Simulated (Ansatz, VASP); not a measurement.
Given: the input of a run of Ansatz 0.2.0 on BeB.

Contents of input.yaml:

```yaml
crystal:
  lattice:
    - [1.35604201, 0.78291122, 2.17383577]
    - [-1.35604201, 0.78291122, 2.17383577]
    - [0.0, -1.56582244, 2.17383577]
  atoms:
    - { symbol: Be, position: [0.755333, 0.745596, 0.754353] }
    - { symbol: B, position: [-0.00404, 0.029129, 0.02151] }
kpoints:
  mp_grid: { grid: [12, 12, 12] }
scf:
  occupations: { method: fermi_dirac, width: 0.05 }
hamiltonian:
  xc: pbe
  pseudopotentials: { kind: all_electron, lapw: { basis_error: 0.001 } }
output:
  forces: true
  stress: true
  eigenvalues: true
  populations: true
```

Potentials or basis: all-electron LAPW, scalar-relativistic.

Run with:

```bash
$ ansatz run input.yaml --threads 1 --pin off --max-ram 3072MiB --backend cpu --events-out ev --progress --plain --runs-dir out
```

Question: Translate it to VASP 6.6.1. Potentials there: VASP PAW PBE potentials, release 64 (Be, B).

Answer: As run (the cutoff follows the program's own potentials):

The input INCAR:

```
  ALGO = Normal
  EDIFF = 1E-6
  ENCUT = 520
  GGA = PE
  ISIF = 2
  ISMEAR = -1
  LASPH = T
  LCHARG = F
  LREAL = F
  LWAVE = F
  NBANDS = 10
  NELM = 80
  PREC = Accurate
  SIGMA = 0.05
```

Contents of KPOINTS:

```
k-points
0
Gamma
  12 12 12
```

The input POSCAR:

```
BeB
1.0
    1.3560420100      0.7829112200      2.1738357700
   -1.3560420100      0.7829112200      2.1738357700
    0.0000000000     -1.5658224400      2.1738357700
Be B
1 1
Direct
    0.7553330000      0.7455960000      0.7543530000
   -0.0040400000      0.0291290000      0.0215100000
```

Potentials or basis: VASP PAW PBE potentials, release 64 (Be, B).

Command:

```console
$ cat potpaw_PBE.64/Be/POTCAR potpaw_PBE.64/B/POTCAR > POTCAR
$ mpirun -np 1 vasp_std > vasp.out
```

Both were run:

|  | VASP | Ansatz | Ansatz less VASP |
| --- | --- | --- | --- |
| gap on the k mesh at the Fermi level (eV) | none | none | - |
| rms of the force components (eV/Å) | 0.895 | 0.896 | +0.0003 |

Atom by atom the forces differ by 0.001 eV/Å (rms over components). A gap of «none» marks a metal or a gap that the smearing closes. Ansatz ran all-electron here, and VASP with PAW potentials.

Noted on Ansatz's run: the cell as given lies far from equilibrium.
